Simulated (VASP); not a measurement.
# MnS (P6_3mc) in VASP: further runs

Aim: see how the results for MnS move with the level of theory and the settings. Levels: LDA, PBE. Tasks: single point.

All numbers are computed with VASP 6.6.1; they aren't measurements. Logs are shortened: lines on timing, memory, paths and dates and some standing lists are left out, and cuts for length are marked.

## 1. The cell of the first run

It takes space group P6_3mc (No. 186, hexagonal). The conventional cell has a = 3.954 Å, b = 3.954 Å, c = 6.343 Å, α = 90.00°, β = 90.00°, γ = 120.00°. Mn (site symmetry 3m) has 4 S at 2.36 to 2.42 Å within 3.1 Å. Within 3.1 Å of S (site symmetry 3m) lie 4 Mn at 2.36 to 2.42 Å.

## 2. Single point, LDA, collinear spin, ferromagnetic start

Contents of INCAR:

```
PREC = Accurate
ENCUT = 680
EDIFF = 1E-6
ISMEAR = -1
SIGMA = 0.05
LREAL = F
LASPH = T
NELM = 200
ALGO = Normal
ISIF = 2
LWAVE = F
LCHARG = T
ISPIN = 2
MAGMOM = 4 4 0 0
LORBIT = 11
LMAXMIX = 4
LELF = T
LVHAR = T
NBANDS = 33
GGA_COMPAT = F
```

Contents of KPOINTS:

```
regular mesh
0
Gamma
  8 8 4
```

Contents of POSCAR:

```
MnS
1.0
    3.9535769233      0.0000000000      0.0000000000
   -1.9767884617      3.4238980514      0.0000000000
    0.0000000000      0.0000000000      6.3425288600
Mn S
2 2
Direct
    0.6666666667      0.3333333333      0.4988446700
    0.3333333333      0.6666666667      0.9988446700
    0.3333333333      0.6666666667      0.6261543000
    0.6666666667      0.3333333333      0.1261543000
```

Potentials or basis: VASP PAW LDA potentials, release 64 (Mn_sv, S).

On the command line:

```bash
$ cat potpaw_LDA.64/Mn_sv/POTCAR potpaw_LDA.64/S/POTCAR > POTCAR
$ mpirun -np 1 vasp_std > vasp.out
```

OUTCAR:

```text
PREC = Accurate
   ENCUT = 680
   EDIFF = 1E-6
   ISMEAR = -1
   LREAL = F
   LASPH = T
   NELM = 200
   ISIF = 2
   ISPIN = 2
   LORBIT = 11

 ion  position               nearest neighbor table
   1  0.667  0.333  0.499-   4 2.36   3 2.42   3 2.42   3 2.42
   2  0.333  0.667  0.999-   3 2.36   4 2.42   4 2.42   4 2.42
   3  0.333  0.667  0.626-   2 2.36   1 2.42   1 2.42   1 2.42
   4  0.667  0.333  0.126-   1 2.36   2 2.42   2 2.42   2 2.42

  LATTYP: Found a hexagonal cell.
 ALAT       =     3.9535769233
 C/A-ratio  =     1.6042507792

  Lattice vectors:

 A1 = (   3.9535769233,   0.0000000000,   0.0000000000)
 A2 = (  -1.9767884617,   3.4238980514,   0.0000000000)
 A3 = (   0.0000000000,   0.0000000000,   6.3425288600)

Analysis of symmetry for initial positions (statically):
=====================================================================
 Subroutine PRICEL returns:
 Original cell was already a primitive cell.

 Routine SETGRP: Setting up the symmetry group for a
 hexagonal supercell.

 Subroutine GETGRP returns: Found 12 space group operations
 (whereof  6 operations were pure point group operations)
 out of a pool of 24 trial point group operations.

The static configuration has the point symmetry C_3v.
 The point group associated with its full space group is C_6v.

Analysis of symmetry for dynamics (positions and initial velocities):
=====================================================================
 Subroutine PRICEL returns:
 Original cell was already a primitive cell.

 Routine SETGRP: Setting up the symmetry group for a
 hexagonal supercell.

 Subroutine GETGRP returns: Found 12 space group operations
 (whereof  6 operations were pure point group operations)
 out of a pool of 24 trial point group operations.

The dynamic configuration has the point symmetry C_3v.
 The point group associated with its full space group is C_6v.

Analysis of structural, dynamic, and magnetic symmetry:
=====================================================================
 Subroutine PRICEL returns:
 Original cell was already a primitive cell.

 Routine SETGRP: Setting up the symmetry group for a
 hexagonal supercell.

 Subroutine GETGRP returns: Found 12 space group operations
 (whereof  6 operations were pure point group operations)
 out of a pool of 24 trial point group operations.

The overall configuration has the point symmetry C_3v.
 The point group associated with its full space group is C_6v.

 Subroutine INISYM returns: Found 12 space group operations
 (whereof  6 operations are pure point group operations),
 and found     1 'primitive' translations

[... 123 lines left out ...]
   GGA     = CA    functional components
   LHFCALC =     F    Hartree Fock is set to
   AEXX    =    0.0000 exact exchange contribution
   IVDW    =     0    specifies the selected vdW correction
   LEPSILON=     F    determine dielectric tensor
   LRPA    =     F    only Hartree local field effects (RPA)
 spin polarized calculation
  energy-cutoff  :      680.00
  volume of cell :       85.86
 maximum number of plane-waves:      3495
 NGX is ok and might be reduce to    36
   NGX = 17   NGY = 17   NGZ = 27

 number of electron      41.9999987 magnetization       9.4770000

 Free energy of the ion-electron system (eV)
  ---------------------------------------------------
  ext. energy  EPLUGINS =         0.00000000
  ---------------------------------------------------
  free energy    TOTEN  =       -29.79635699 eV

  energy without entropy =      -29.77053602  energy(sigma->0) =      -29.78344651

 E-fermi :   5.1635     XC(G=0):  -9.8540

 val. band max:        5.1624292232   @ k =   0.3750   0.0000   0.2500
 cond. band min:       5.1881855821   @ k =   0.3750   0.2500   0.0000
 fundamental gap:      0.0257563589
 Fermi energy:         5.1634743431

 spin component 1

 k-point     1 :       0.0000    0.0000    0.0000
  band No.  band energies     occupation
      1     -75.4976      1.00000
      2     -75.4974      1.00000
      3     -44.7297      1.00000
      4     -44.7297      1.00000
      5     -44.7291      1.00000
      6     -44.7291      1.00000
[... 853 lines left out ...]
     32      12.5097      0.00000
     33      12.9654      0.00000

 [... further k-points ...]

 spin component 2

 k-point     1 :       0.0000    0.0000    0.0000
  band No.  band energies     occupation
      1     -71.3404      1.00000
      2     -71.3402      1.00000
      3     -40.6814      1.00000
      4     -40.6814      1.00000
      5     -40.6805      1.00000
      6     -40.6805      1.00000
[... 853 lines left out ...]
     32      13.2207      0.00000
     33      13.7987      0.00000

 [... further k-points ...]
[... 5 lines left out ...]
  --------------------------------------------------------------------------------------
  -------------------------------------------------------------------------------------
  Total       -3.0582003     -3.0582003     -1.8559950      0.0000000     -0.0000000      0.0000000
  in kB      -57.0693658    -57.0693658    -34.6348986      0.0000000     -0.0000000      0.0000000
  external PRESSURE =     -49.5912100 kB  Pullay stress =       0.0000000 kB

 VOLUME and BASIS-vectors are now :
 -----------------------------------------------------------------------------
  energy-cutoff  :      680.00
  volume of cell :       85.86
      direct lattice vectors                 reciprocal lattice vectors
     3.953576923  0.000000000  0.000000000     0.252935511  0.146032385  0.000000000
    -1.976788462  3.423898051  0.000000000     0.000000000  0.292064771  0.000000000
     0.000000000  0.000000000  6.342528860     0.000000000  0.000000000  0.157665818

 POSITION                                       TOTAL-FORCE (eV/Angst)
 -----------------------------------------------------------------------------------
      1.97679      1.14130      3.16394         0.000000     -0.000000      0.238839
     -0.00000      2.28260      6.33520        -0.000000      0.000000      0.238839
     -0.00000      2.28260      3.97140         0.000000     -0.000000     -0.238839
      1.97679      1.14130      0.80014        -0.000000     -0.000000     -0.238839
 -----------------------------------------------------------------------------------
    total drift:                               -0.000001      0.000001      0.000001

  FREE ENERGIE OF THE ION-ELECTRON SYSTEM (eV)
  ---------------------------------------------------
  free  energy   TOTEN  =       -29.7963569926 eV

  energy  without entropy=      -29.7705360182  energy(sigma->0) =      -29.78344651

 total charge

# of ion       s       p       d       tot
------------------------------------------
    1        2.158   6.025   4.640  12.824
    2        2.158   6.025   4.640  12.824
    3        1.316   2.416   0.000   3.732
    4        1.316   2.416   0.000   3.732
--------------------------------------------------
tot          6.950  16.881   9.280  33.111

 magnetization (x)

# of ion       s       p       d       tot
------------------------------------------
    1        0.030   0.027   3.871   3.928
    2        0.030   0.027   3.871   3.928
    3        0.011   0.079   0.000   0.090
    4        0.011   0.079   0.000   0.090
--------------------------------------------------
tot          0.082   0.213   7.741   8.036
```

stdout:

```text
POSCAR found type information on POSCAR MnS
 POSCAR found :  2 types and       4 ions
 scaLAPACK will be used
 LDA part: xc-table for (Slater(with rela. corr.)+CA(PZ))
 , standard interpolation
 POSCAR, INCAR and KPOINTS ok, starting setup
 FFT: planning ... GRIDC
 FFT: planning ... GRID_SOFT
 FFT: planning ... GRID
 WAVECAR not read
 entering main loop
```

Run time: 7.1 min. Hardware: 1 thread of Intel Xeon Platinum 8375C at 2.90GHz (Ice Lake), shared host; peak memory 0.33 GiB.

Results:

```
Free energy                                           : -29.7964 eV
Pressure                                              : -5.0 GPa
Largest force                                         : 0.239 eV/Å
Net moment                                            : 9.48 μB per cell
Site moments                                          : Mn +3.93; S +0.09 μB
Valence electrons inside the program's atomic spheres : Mn 12.82; S 3.73
```

Forces in eV/Å, atoms in the order of the input:
```
Mn   0.000  0.000  0.239
Mn   0.000  0.000  0.239
S    0.000  0.000 -0.239
S    0.000  0.000 -0.239
```

Stress tensor (GPa, compression positive):
```
-5.71  0.00  0.00
 0.00 -5.71  0.00
 0.00  0.00 -3.46
```

Caveat: the cell stands under tension; semilocal functionals often make such compounds metallic where correlation or magnetic order opens a gap, which also shifts bond lengths; the run started ferromagnetic, and an antiferromagnetic order may lie lower in energy. With open d or f shells a metallic result of LDA can be an artefact of self-interaction; +U or a hybrid may open a gap.

(Continued in part 2 of 3.)
